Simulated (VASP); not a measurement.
# Hf3Be (I4/mmm) in VASP: a series of runs, part 2 of 2

VASP 6.6.1.

**6. Relaxation of cell and atoms, PBE**

This run uses another cell than the first one, of 19.05 Å³/atom.

INCAR reads:

```
SYSTEM = Hf3Be
PREC = Accurate ; ENCUT = 600
EDIFF = 1E-6 ; ISMEAR = -1
SIGMA = 0.05 ; LREAL = .FALSE.
LASPH = .TRUE. ; NELM = 100
ALGO = Fast ; ISIF = 3
LWAVE = .FALSE. ; LCHARG = .FALSE.
GGA = PE ; IBRION = 2
NSW = 60 ; EDIFFG = -0.01
```

KPOINTS reads:

```
regular mesh
0
G
  9 9 9
  0 0 0
```

POSCAR reads:

```
Hf3Be
1.0
   -2.0920000000      2.0920000000      4.3530460000
    2.0920000000     -2.0920000000      4.3530460000
    2.0920000000      2.0920000000     -4.3530460000
Hf Be
3 1
Direct
    0.5000000000      0.5000000000      0.0000000000
    0.2500000000      0.7500000000      0.5000000000
    0.7500000000      0.2500000000      0.5000000000
    0.0000000000      0.0000000000      0.0000000000
```

Potentials or basis: VASP PAW PBE potentials, release 64 (Hf_pv, Be).

Launch:

```sh
$ cat potpaw_PBE.64/Hf_pv/POTCAR potpaw_PBE.64/Be/POTCAR > POTCAR
$ mpirun -np 1 vasp_std > vasp.out
```

OUTCAR:

```text
SYSTEM = Hf3Be
   PREC = Accurate
   ENCUT = 600
   EDIFF = 1E-6
   ISMEAR = -1
   LREAL = .FALSE.
   LASPH = .TRUE.
   NELM = 100
   ISIF = 3
   GGA = PE
   IBRION = 2
   NSW = 60
   EDIFFG = -0.01

 ion  position               nearest neighbor table
   1  0.500  0.500  0.000-   4 2.96   4 2.96   4 2.96   4 2.96   2 3.02   2 3.02   3 3.02   3 3.02
                             3 3.02   2 3.02   3 3.02   2 3.02
   2  0.250  0.750  0.500-   3 2.96   3 2.96   3 2.96   3 2.96   4 3.02   4 3.02   1 3.02   1 3.02
                             4 3.02   1 3.02   4 3.02   1 3.02
   3  0.750  0.250  0.500-   2 2.96   2 2.96   2 2.96   2 2.96   1 3.02   1 3.02   4 3.02   4 3.02
                             4 3.02   1 3.02   4 3.02   1 3.02
   4  0.000  0.000  0.000-   1 2.96   1 2.96   1 2.96   1 2.96   3 3.02   3 3.02   2 3.02   2 3.02
                             3 3.02   2 3.02   3 3.02   2 3.02

  LATTYP: Found a body centered tetragonal cell.
 ALAT       =     4.1840000000
 C/A-ratio  =     2.0808059273

  Lattice vectors:

 A1 = (  -2.0920000000,   2.0920000000,   4.3530460000)
 A2 = (   2.0920000000,  -2.0920000000,   4.3530460000)
 A3 = (   2.0920000000,   2.0920000000,  -4.3530460000)

Analysis of symmetry for initial positions (statically):
=====================================================================
 Subroutine PRICEL returns:
 Original cell was already a primitive cell.

 Routine SETGRP: Setting up the symmetry group for a
 body centered tetragonal supercell.

 Subroutine GETGRP returns: Found 16 space group operations
 (whereof 16 operations were pure point group operations)
 out of a pool of 16 trial point group operations.

The static configuration has the point symmetry D_4h.

Analysis of symmetry for dynamics (positions and initial velocities):
=====================================================================
 Subroutine PRICEL returns:
 Original cell was already a primitive cell.

 Routine SETGRP: Setting up the symmetry group for a
 body centered tetragonal supercell.

 Subroutine GETGRP returns: Found 16 space group operations
[... 137 lines left out ...]
   LRPA    =     F    only Hartree local field effects (RPA)
 conjugate gradient relaxation of ions
 non-spin polarized calculation
 RMM-DIIS sequential band-by-band and
  energy-cutoff  :      600.00
  volume of cell :       76.20
 maximum number of plane-waves:      2566
 NGX is ok and might be reduce to    42
   NGX = 21   NGY = 21   NGZ = 21

--------------------------------------- Ionic step        1  -------------------------------------------

 number of electron      32.0000002 magnetization

 Free energy of the ion-electron system (eV)
  ---------------------------------------------------
  ext. energy  EPLUGINS =         0.00000000
  ---------------------------------------------------
  free energy    TOTEN  =       -33.12881376 eV

  energy without entropy =      -33.11241896  energy(sigma->0) =      -33.12061636

------------------------ aborting loop because EDIFF is reached ----------------------------------------

  FORCE on cell =-STRESS in cart. coord.  units (eV):
  Direction    XX          YY          ZZ          XY          YZ          ZX
  --------------------------------------------------------------------------------------
  -------------------------------------------------------------------------------------
  Total       -0.2282526     -0.2282526      0.0658412      0.0000000     -0.0000000      0.0000000
  in kB       -4.7989885     -4.7989885      1.3843053      0.0000000     -0.0000000      0.0000000
  external PRESSURE =      -2.7378906 kB  Pullay stress =       0.0000000 kB
[... 101 lines left out ...]
--------------------------------------- Ionic step        4  -------------------------------------------

 number of electron      32.0000002 magnetization

 Free energy of the ion-electron system (eV)
  ---------------------------------------------------
  ext. energy  EPLUGINS =         0.00000000
  ---------------------------------------------------
  free energy    TOTEN  =       -33.12951688 eV

  energy without entropy =      -33.11269213  energy(sigma->0) =      -33.12110450

 E-fermi :   4.6261     XC(G=0): -11.1407

 val. band max:        4.6168624323   @ k =  -0.3333   0.3333   0.1111
 cond. band min:       4.6366189333   @ k =  -0.1111   0.1111   0.1111
 fundamental gap:      0.0197565009
 Fermi energy:         4.6261443828

 k-point     1 :       0.0000    0.0000    0.0000
  band No.  band energies     occupation
      1     -25.9867      2.00000
      2     -25.8502      2.00000
      3     -25.8502      2.00000
      4     -25.5927      2.00000
      5     -25.5927      2.00000
      6     -25.4324      2.00000
[... 541 lines left out ...]
     19       6.0133      0.00000
     20       6.9177      0.00000

 [... further k-points ...]

------------------------ aborting loop because EDIFF is reached ----------------------------------------

  FORCE on cell =-STRESS in cart. coord.  units (eV):
  Direction    XX          YY          ZZ          XY          YZ          ZX
  --------------------------------------------------------------------------------------
  -------------------------------------------------------------------------------------
  Total        0.0083880      0.0083880      0.0072232      0.0000000     -0.0000000     -0.0000000
  in kB        0.1768222      0.1768222      0.1522668      0.0000000     -0.0000000     -0.0000000
  external PRESSURE =       0.1686370 kB  Pullay stress =       0.0000000 kB
[... 19 lines left out ...]
  FREE ENERGIE OF THE ION-ELECTRON SYSTEM (eV)
  ---------------------------------------------------
  free  energy   TOTEN  =       -33.1295168796 eV

  energy  without entropy=      -33.1126921272  energy(sigma->0) =      -33.12110450

 reached required accuracy - stopping structural energy minimisation
```

OSZICAR:

```text
N       E                     dE             d eps       ncg     rms          rms(c)
DAV:   1     0.114740366448E+03    0.11474E+03   -0.19411E+04  3008   0.169E+03
[... 34 lines left out ...]
       N       E                     dE             d eps       ncg     rms          rms(c)
DAV:   1    -0.331302814905E+02   -0.91792E-03   -0.40401E-02  3196   0.150E+00    0.299E-01
RMM:   2    -0.331296544076E+02    0.62708E-03   -0.13046E-03  3445   0.236E-01    0.840E-02
RMM:   3    -0.331295466166E+02    0.10779E-03   -0.46415E-04  3791   0.117E-01    0.790E-02
RMM:   4    -0.331295229867E+02    0.23630E-04   -0.80819E-05  3861   0.545E-02    0.466E-02
RMM:   5    -0.331295166989E+02    0.62878E-05   -0.27002E-05  3708   0.313E-02    0.186E-02
RMM:   6    -0.331295168796E+02   -0.18070E-06   -0.80070E-06  2709   0.161E-02
   4 F= -.33129517E+02 E0= -.33121105E+02  d E =-.153785E-03
```

It took 14 min on 1 thread of Oxide Virtual Turin-like, shared host; peak memory 0.31 GiB.

Results:

```
Free energy                           : -33.1295 eV
Relaxed volume                        : 19.00 Å³/atom
Relaxed cell                          : a = 5.269 Å, b = 5.269 Å, c = 5.269 Å, α = 133.34°, β = 133.34°, γ = 68.12°
Space group after relaxing (to 0.1 Å) : I4/mmm (No. 139)
Energy gained by relaxing             : 0.2 meV/atom
Ionic steps                           : 4
Pressure after relaxing               : 0.0 GPa
Band gap on the k mesh                : zero (bands 16 and 17 overlap by 0.62 eV)
```

Step by step:
```tsv
step	energy change (eV)	largest force (eV/Å)	pressure (GPa)	volume (Å³)
1	0.0000	0.0000	-0.27	76.20
2	-0.0005	0.0000	0.23	75.84
3	-0.0005	0.0000	0.16	75.91
4	-0.0007	0.0000	0.02	76.00
```

Final structure:
```
Hf Be
1.0
    -2.08639    2.08639    4.36497
     2.08639   -2.08639    4.36497
     2.08639    2.08639   -4.36497
Hf Be
3 1
Direct
  0.50000 0.50000 0.00000
  0.25000 0.75000 0.50000
  0.75000 0.25000 0.50000
  0.00000 0.00000 0.00000
```

Levels at points of the mesh, in eV from the Fermi level:
```csv
k point,band 14,band 15,band 16,band 17,band 18,band 19
"(0.00, 0.00, 0.00)",-0.97,-0.97,0.09,0.79,0.79,1.57
```

Caveat: spin-orbit coupling is left out, which moves the levels of the heavy elements.

**7. Relaxation of cell and atoms, PBE, target pressure 2 GPa, at which the enthalpy is minimised**

This run uses another cell than the first one, of 19.05 Å³/atom.

INCAR reads:

```
SYSTEM = Hf3Be
PREC = Accurate ; ENCUT = 600
EDIFF = 1E-7 ; ISMEAR = -1
SIGMA = 0.05 ; LREAL = .False.
LASPH = .True. ; NELM = 80
ALGO = Fast ; ISIF = 3
LWAVE = .False. ; LCHARG = .False.
GGA = PE ; IBRION = 2
NSW = 60 ; EDIFFG = -0.01
PSTRESS = 20.0
```

KPOINTS reads:

```
Automatic mesh
0
Gamma
  9 9 9
  0 0 0
```

POSCAR is that of step 6.

Launch:

```sh
$ cat potpaw_PBE.64/Hf_pv/POTCAR potpaw_PBE.64/Be/POTCAR > POTCAR
$ mpirun -np 1 vasp_std > vasp.out
```

Run time: 21 min. Hardware: 1 thread of Oxide Virtual Turin-like, shared host; peak memory 0.31 GiB.

The run converged. Its results:

```yaml
Free_energy: -33.1208 eV
Relaxed_volume: 18.65 Å³/atom
Relaxed_cell: a = 5.234 Å, b = 5.234 Å, c = 5.234 Å, α = 133.31°, β = 133.31°, γ = 68.17°
Space_group_after_relaxing_to_0.1_Å: I4/mmm (No. 139)
Energy_change_on_relaxing_the_run_minimises_the_enthalpy: +2.0 meV/atom
Ionic_steps: 5
Pressure_after_relaxing: 2.0 GPa
Band_gap_on_the_k_mesh: zero (bands 16 and 17 overlap by 0.63 eV)
```

The path:
| step | energy change (eV) | largest force (eV/Å) | pressure (GPa) | volume (Å³) |
| --- | --- | --- | --- | --- |
| 1 | 0.0000 | 0.0000 | -0.27 | 76.20 |
| 2 | 0.0332 | 0.0000 | 4.07 | 73.26 |
| 3 | 0.0083 | 0.0000 | 2.02 | 74.58 |
| 4 | 0.0081 | 0.0000 | 2.01 | 74.59 |
| 5 | 0.0080 | 0.0000 | 2.00 | 74.60 |

Final structure:
```yaml
crystal:
  lattice:
    - [-2.07415, 2.07415, 4.33516]
    - [2.07415, -2.07415, 4.33516]
    - [2.07415, 2.07415, -4.33516]
  atoms:
    - { symbol: Hf, position: [0.50000, 0.50000, 0.00000] }
    - { symbol: Hf, position: [0.25000, 0.75000, 0.50000] }
    - { symbol: Hf, position: [0.75000, 0.25000, 0.50000] }
    - { symbol: Be, position: [0.00000, 0.00000, 0.00000] }
```

Levels at points of the mesh, in eV from the Fermi level:
```
           k point  band 13  band 14  band 15  band 16  band 17  band 18  band 19  band 20
(0.00, 0.00, 0.00)    -1.46    -1.00    -1.00     0.08     0.80     0.80     1.64     3.08
```

Caveat: the cell is relaxed towards a set pressure, so the run minimises the enthalpy, not the energy; spin-orbit coupling is left out, which moves the levels of the heavy elements.

**8. Summary**

| task | cell | cutoff (eV) | gap on the mesh (eV) | pressure (GPa) |
| --- | --- | --- | --- | --- |
| single point | a = 5.239 Å, angles 133.3, 133.3, 68.2°, 4 atoms | 520 | none | 1.7 |
| single point | a = 5.274 Å, angles 133.3, 133.3, 68.1°, 4 atoms | 520 | none | -0.3 |
| single point | a = 4.905 Å, angles 132.9, 132.9, 68.8°, 4 atoms | 520 | none | 29.6 |
| single point | a = 5.003 Å, angles 133.1, 133.1, 68.6°, 4 atoms | 520 | none | 19.6 |
| relaxation of cell and atoms | relaxed from a = 5.263 Å, angles 133.2, 133.2, 68.4°, 4 atoms | 600 | none | 0.0 |
| relaxation of cell and atoms | relaxed to 2 GPa from a = 5.263 Å, angles 133.2, 133.2, 68.4°, 4 atoms | 600 | none | 2.0 |

Alike in all rows: level PBE; potentials or basis VASP PAW PBE potentials, release 64 (Hf_pv, Be); no spin polarisation; k mesh 9 × 9 × 9; smearing fermi-dirac 0.05 eV.

Caveats: spin-orbit coupling is left out, which moves the levels of the heavy elements; the cell stands under pressure (at least some runs); the cell is relaxed towards a set pressure, so the run minimises the enthalpy, not the energy (at least some runs).

Absolute energies hang on the potentials; compare differences alone.

The gap in the log of VASP goes by the Fermi energy; the results here count the filled bands.